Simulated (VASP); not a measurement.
# Sb in VASP: single point with PBE+D3(BJ)

Aim: the single point of Sb with PBE+D3(BJ).

Program: VASP 6.6.1. These are calculated values, not measurements. Logs are shortened: lines on timing, memory, paths and dates and some standing lists are left out, and cuts for length are marked.

**1. The cell of the first run**

The cell holds a slab with vacuum, 6 atoms: a = 7.065 Å, b = 7.065 Å, c = 22.310 Å, α = 90.00°, β = 90.00°, γ = 120.00°.

**2. Single point, PBE+D3(BJ)**

Contents of INCAR:

```
SYSTEM = Sb
ALGO = Normal ; DIPOL = 0.5 0.5 0.624
EDIFF = 1E-6 ; ENCUT = 400
GGA = PE ; GGA_COMPAT = .FALSE.
IDIPOL = 3 ; ISIF = 2
ISMEAR = 0 ; IVDW = 12
LASPH = .TRUE. ; LCHARG = .FALSE.
LDIPOL = .TRUE. ; LREAL = .FALSE.
LWAVE = .FALSE. ; NBANDS = 24
NELM = 120 ; NELMDL = -8
PREC = Accurate ; SIGMA = 0.04
```

Contents of KPOINTS:

```
k-points
0
G
  6 6 1
  0 0 0
```

Contents of POSCAR:

```
Sb
1.0
    7.0648800640      0.0000000000      0.0000000000
   -3.5324400320      6.1183656350      0.0000000000
    0.0000000000      0.0000000000     22.3100000000
Sb
6
Direct
    0.7777780000      0.5555560000      0.5907621441
    0.4488385365      0.9148491933      0.5855776963
    0.1299654310      0.2447452429      0.5839408514
    0.4398665898      0.2308415966      0.6650238587
    0.1277834557      0.5716803555      0.6600459417
    0.7881126089      0.9117445615      0.6559627359
```

Potentials or basis: VASP PAW PBE potentials, release 64 (Sb).

Command:

```console
cat potpaw_PBE.64/Sb/POTCAR > POTCAR
mpirun -np 1 vasp_std > vasp.out
```

OUTCAR:

```text
SYSTEM = Sb
   EDIFF = 1E-6
   ENCUT = 400
   GGA = PE
   ISIF = 2
   ISMEAR = 0
   IVDW = 12
   LASPH = .TRUE.
   LREAL = .FALSE.
   NELM = 120
   NELMDL = -8
   PREC = Accurate
 IVDW          = 12

 ion  position               nearest neighbor table
   1  0.778  0.556  0.591-   4 2.87   5 2.87   6 2.88
   2  0.449  0.915  0.586-   6 2.87   4 2.88   5 2.88
   3  0.130  0.245  0.584-   5 2.87   6 2.88   4 2.88
   4  0.440  0.231  0.665-   1 2.87   2 2.88   3 2.88
   5  0.128  0.572  0.660-   1 2.87   3 2.87   2 2.88
   6  0.788  0.912  0.656-   2 2.87   3 2.88   1 2.88

  LATTYP: Found a hexagonal cell.
 ALAT       =     7.0648800640
 C/A-ratio  =     3.1578738489

  Lattice vectors:

 A1 = (   7.0648800640,   0.0000000000,   0.0000000000)
 A2 = (  -3.5324400320,   6.1183656350,   0.0000000000)
 A3 = (   0.0000000000,   0.0000000000,  22.3100000000)

Analysis of symmetry for initial positions (statically):
=====================================================================
 Subroutine PRICEL returns:
 Original cell was already a primitive cell.

 Routine SETGRP: Setting up the symmetry group for a
 hexagonal supercell.

 Subroutine GETGRP returns: Found  1 space group operations
 (whereof  1 operations were pure point group operations)
 out of a pool of 24 trial point group operations.

The static configuration has the point symmetry C_1 .

Analysis of symmetry for dynamics (positions and initial velocities):
=====================================================================
 Subroutine PRICEL returns:
 Original cell was already a primitive cell.

 Routine SETGRP: Setting up the symmetry group for a
 hexagonal supercell.

 Subroutine GETGRP returns: Found  1 space group operations
 (whereof  1 operations were pure point group operations)
 out of a pool of 24 trial point group operations.

The dynamic configuration has the point symmetry C_1 .

 Subroutine INISYM returns: Found  1 space group operations
 (whereof  1 operations are pure point group operations),
 and found     1 'primitive' translations

----------------------------------------------------------------------------------------

                                     Primitive cell

  volume of cell :     964.3613

  direct lattice vectors                    reciprocal lattice vectors
     7.064880064  0.000000000  0.000000000     0.141545220  0.081721170  0.000000000
    -3.532440032  6.118365635  0.000000000     0.000000000  0.163442341  0.000000000
     0.000000000  0.000000000 22.310000000     0.000000000  0.000000000  0.044822949

  length of vectors
     7.064880064  7.064880086 22.310000000     0.163442341  0.163442341  0.044822949

  position of ions in fractional coordinates (direct lattice)
     0.777778000  0.555556000  0.590762144
     0.448838536  0.914849193  0.585577696
     0.129965431  0.244745243  0.583940851
     0.439866590  0.230841597  0.665023859
     0.127783456  0.571680355  0.660045942
     0.788112609  0.911744562  0.655962736

  ion indices of the primitive-cell ions
   primitive index   ion index
                 1           1
                 2           2
                 3           3
                 4           4
                 5           5
                 6           6

----------------------------------------------------------------------------------------

 KPOINTS: k-points

Automatic generation of k-mesh.
 Grid dimensions read from file:
 generate k-points for:    6    6    1

 Generating k-lattice:

  Cartesian coordinates                     Fractional coordinates (reciprocal lattice)
     0.023590870  0.013620195  0.000000000     0.166666667  0.000000000  0.000000000
     0.000000000  0.027240390  0.000000000     0.000000000  0.166666667  0.000000000
     0.000000000  0.000000000  0.044822949     0.000000000  0.000000000  1.000000000

  Length of vectors
     0.027240390  0.027240390  0.044822949

  Shift w.r.t. Gamma in fractional coordinates (k-lattice)
     0.000000000  0.000000000  0.000000000

 Subroutine IBZKPT returns following result:
 ===========================================

 Found     20 irreducible k-points:

 Following reciprocal coordinates:
            Coordinates               Weight
  0.000000  0.000000  0.000000      1.000000
  0.166667  0.000000  0.000000      2.000000
  0.000000  0.166667  0.000000      2.000000
 -0.166667  0.166667  0.000000      2.000000
  0.333333  0.000000  0.000000      2.000000
  0.000000  0.333333  0.000000      2.000000
[... 12 lines left out ...]
  0.500000 -0.166667  0.000000      2.000000
  0.333333  0.333333  0.000000      2.000000
   k-points           NKPTS =     20   k-points in BZ     NKDIM =     20   number of bands    NBANDS=     24
   number of dos      NEDOS =    301   number of ions     NIONS =      6
   total plane-waves  NPLWV = 345600
   dimension x,y,z NGX =    48 NGY =   48 NGZ =  150
   dimension x,y,z NGXF=    96 NGYF=   96 NGZF=  300
   ions per type =               6
   NGX,Y,Z   is equivalent  to a cutoff of  11.30, 11.30, 11.18 a.u.
   NGXF,Y,Z  is equivalent  to a cutoff of  22.59, 22.59, 22.35 a.u.
 SYSTEM =  Sb
   PREC   = accura    normal or accurate (medium, high low for compatibility)
   ISTART =      0    job   : 0-new  1-cont  2-samecut
   ICHARG =      2    charge: 1-file 2-atom 10-const
   ISPIN  =      1    spin polarized calculation?
   LNONCOLLINEAR =      F non collinear calculations
   LSORBIT =      F    spin-orbit coupling
   LASPH  =      T    aspherical Exc in radial PAW
   ENCUT  =  400.0 eV  29.40 Ry    5.42 a.u.  11.52 11.52 36.38*2*pi/ulx,y,z
   NELM   =    120;   NELMIN=  2; NELMDL= -8     # of ELM steps
   EDIFF  = 0.1E-05   stopping-criterion for ELM
   LREAL  =      F    real-space projection
[... 7 lines left out ...]
   TEBEG  =    0.0;   TEEND  =   0.0 temperature during run
   PSTRESS=    0.0 pullay stress
   NELECT =      30.0000    total number of electrons
   NUPDOWN=      -1.0000    fix difference up-down
   EMIN   =  10.00;   EMAX   =-10.00  energy-range for DOS
   EFERMI =   0.00;   METHOD = LEGACY
   ISMEAR =     0;   SIGMA  =   0.04  broadening in eV -4-tet -1-fermi 0-gaus
   EFERMI_NEDOS =   21; number of points for ismear=-14 and -15
   IALGO  =     38    algorithm
   IMIX   =      4    mixing-type and parameters
     AMIX     =   0.40;   BMIX     =  1.00
     AMIX_MAG =   1.60;   BMIX_MAG =  1.00
  volume/ion in A,a.u.               =     160.73      1084.64
  Fermi-wavevector in a.u.,A,eV,Ry     =   0.514875  0.972973  3.606857  0.265096
  Thomas-Fermi vector in A             =   1.530047
   LORBIT       =      0    0 simple, 1 ext, 2 COOP (PROOUT), +10 PAW based schemes
   GGA     = PE    functional components
   LHFCALC =     F    Hartree Fock is set to
   AEXX    =    0.0000 exact exchange contribution
   IVDW    =    12    specifies the selected vdW correction
   LEPSILON=     F    determine dielectric tensor
   LRPA    =     F    only Hartree local field effects (RPA)
 non-spin polarized calculation
 Gauss-broadening in eV      SIGMA  =   0.04
  energy-cutoff  :      400.00
  volume of cell :      964.36
 maximum number of plane-waves:     17541
 NGX is ok and might be reduce to    48
   NGX = 23   NGY = 23   NGZ = 73

 dipolmoment           0.000000      0.000000     -0.000000 electrons x Angstroem

 number of electron      30.0000000 magnetization

 dipolmoment           0.000000      0.000000      0.000109 electrons x Angstroem

 Free energy of the ion-electron system (eV)
  ---------------------------------------------------
  ext. energy  EPLUGINS =         0.00000000
  ---------------------------------------------------
  free energy    TOTEN  =       -24.28032117 eV

  energy without entropy =      -24.28032117  energy(sigma->0) =      -24.28032117

 E-fermi :  -2.4059     XC(G=0):  -2.4367

 val. band max:       -2.6100539204   @ k =   0.0000   0.0000   0.0000
 cond. band min:      -1.4218389281   @ k =   0.3333   0.3333   0.0000
 fundamental gap:      1.1882149923
 Fermi energy:        -2.4058928714

 k-point     1 :       0.0000    0.0000    0.0000
  band No.  band energies     occupation
      1     -14.0695      2.00000
      2     -11.2080      2.00000
      3     -11.1906      2.00000
      4     -11.1675      2.00000
      5     -11.1511      2.00000
      6      -9.0214      2.00000
[... 16 lines left out ...]
     23       1.0529      0.00000
     24       1.0968      0.00000

 k-point     2 :       0.1667    0.0000    0.0000
  band No.  band energies     occupation
      1     -13.9687      2.00000
      2     -11.8431      2.00000
      3     -11.6735      2.00000
      4     -10.7276      2.00000
      5     -10.5379      2.00000
      6      -9.0107      2.00000
[... 16 lines left out ...]
     23       0.7900      0.00000
     24       1.2005      0.00000

 k-point     3 :       0.0000    0.1667    0.0000
  band No.  band energies     occupation
      1     -13.9688      2.00000
      2     -11.8434      2.00000
      3     -11.6729      2.00000
      4     -10.7293      2.00000
      5     -10.5366      2.00000
      6      -9.0109      2.00000
[... 16 lines left out ...]
     23       0.7827      0.00000
     24       1.2139      0.00000

 k-point     4 :      -0.1667    0.1667    0.0000
  band No.  band energies     occupation
      1     -13.9687      2.00000
      2     -11.8495      2.00000
      3     -11.6661      2.00000
      4     -10.7295      2.00000
      5     -10.5365      2.00000
      6      -9.0126      2.00000
[... 16 lines left out ...]
     23       0.7751      0.00000
     24       1.1999      0.00000

 k-point     5 :       0.3333    0.0000    0.0000
  band No.  band energies     occupation
      1     -13.6711      2.00000
      2     -12.5532      2.00000
      3     -11.9825      2.00000
      4     -10.5279      2.00000
      5      -9.8493      2.00000
      6      -9.0368      2.00000
[... 16 lines left out ...]
     23       1.0990      0.00000
     24       1.2237      0.00000

 k-point     6 :       0.0000    0.3333    0.0000
  band No.  band energies     occupation
      1     -13.6711      2.00000
      2     -12.5532      2.00000
      3     -11.9820      2.00000
      4     -10.5301      2.00000
      5      -9.8463      2.00000
      6      -9.0389      2.00000
[... 16 lines left out ...]
     23       1.0916      0.00000
     24       1.2301      0.00000
[... 271 lines left out ...]
 k-point    17 :      -0.3333    0.5000    0.0000
  band No.  band energies     occupation
      1     -13.3806      2.00000
      2     -12.8287      2.00000
      3     -12.3562      2.00000
      4     -10.1550      2.00000
      5      -9.6248      2.00000
      6      -9.1772      2.00000
[... 16 lines left out ...]
     23       0.8612      0.00000
     24       1.0941      0.00000

 k-point    18 :       0.1667    0.3333    0.0000
  band No.  band energies     occupation
      1     -13.3833      2.00000
      2     -12.8206      2.00000
      3     -12.3622      2.00000
      4     -10.1569      2.00000
      5      -9.6287      2.00000
      6      -9.1667      2.00000
[... 16 lines left out ...]
     23       0.8830      0.00000
     24       1.0193      0.00000

 k-point    19 :       0.5000   -0.1667    0.0000
  band No.  band energies     occupation
      1     -13.3824      2.00000
      2     -12.8231      2.00000
      3     -12.3607      2.00000
      4     -10.1540      2.00000
      5      -9.6324      2.00000
      6      -9.1661      2.00000
[... 16 lines left out ...]
     23       0.8549      0.00000
     24       1.0748      0.00000

 k-point    20 :       0.3333    0.3333    0.0000
  band No.  band energies     occupation
      1     -12.9880      2.00000
      2     -12.9192      2.00000
      3     -12.8483      2.00000
      4      -9.6238      2.00000
      5      -9.5626      2.00000
      6      -9.5143      2.00000
[... 16 lines left out ...]
     23       1.0249      0.00000
     24       1.1178      0.00000

------------------------ aborting loop because EDIFF is reached ----------------------------------------

 vacuum level on the upper side and lower side of the slab       (xc-potential included)        -0.010        -0.010

 Edisp (eV)   -1.41222

 E8    (eV) :    -0.7025

  FORCE on cell =-STRESS in cart. coord.  units (eV):
  Direction    XX          YY          ZZ          XY          YZ          ZX
  --------------------------------------------------------------------------------------
  -------------------------------------------------------------------------------------
  Total      -0.25574    -0.26924     0.41225     0.00417     0.02123     0.00494
  in kB      -0.42489    -0.44730     0.68491     0.00693     0.03528     0.00821
  external pressure =       -0.06 kB  Pullay stress =        0.00 kB

 VOLUME and BASIS-vectors are now :
 -----------------------------------------------------------------------------
  energy-cutoff  :      400.00
  volume of cell :      964.36
      direct lattice vectors                 reciprocal lattice vectors
     7.064880064  0.000000000  0.000000000     0.141545220  0.081721170  0.000000000
    -3.532440032  6.118365635  0.000000000     0.000000000  0.163442341  0.000000000
     0.000000000  0.000000000 22.310000000     0.000000000  0.000000000  0.044822949

 POSITION                                       TOTAL-FORCE (eV/Angst)
 -----------------------------------------------------------------------------------
      3.53244      3.39909     13.17990        -0.021356      0.095283     -0.221462
     -0.06066      5.59738     13.06424         0.001612     -0.066643     -0.050757
      0.05364      1.49744     13.02772         0.017700     -0.034439     -0.015958
      2.29217      1.41237     14.83668         0.030111      0.001808     -0.013229
     -1.11665      3.49775     14.72562        -0.012909     -0.005202      0.110300
      2.34724      5.57839     14.63453        -0.015158      0.009192      0.191105
 -----------------------------------------------------------------------------------
    total drift:                                0.000127     -0.000093     -0.000060

  FREE ENERGIE OF THE ION-ELECTRON SYSTEM (eV)
  ---------------------------------------------------
  free  energy   TOTEN  =       -25.6925369982 eV

  energy  without entropy=      -25.6925369982  energy(sigma->0) =      -25.69253700

 vacuum level on the upper side and lower side of the slab         2.105         2.105
```

It took 18 min on 1 thread of Oxide Virtual Turin-like, shared host; peak memory 0.73 GiB.

What came out:

- Free energy: -25.6925 eV
- Largest force: 0.242 eV/Å
- Band gap on the k mesh: 1.19 eV (least direct gap 1.40 eV)
- Dispersion energy per atom: -0.235 eV

Forces in eV/Å, atoms in the order of the input:
```
Sb  -0.021  0.095 -0.221
Sb   0.002 -0.067 -0.051
Sb   0.018 -0.034 -0.016
Sb   0.030  0.002 -0.013
Sb  -0.013 -0.005  0.110
Sb  -0.015  0.009  0.191
```

Caveat: spin-orbit coupling is left out, which moves the levels of the heavy elements.
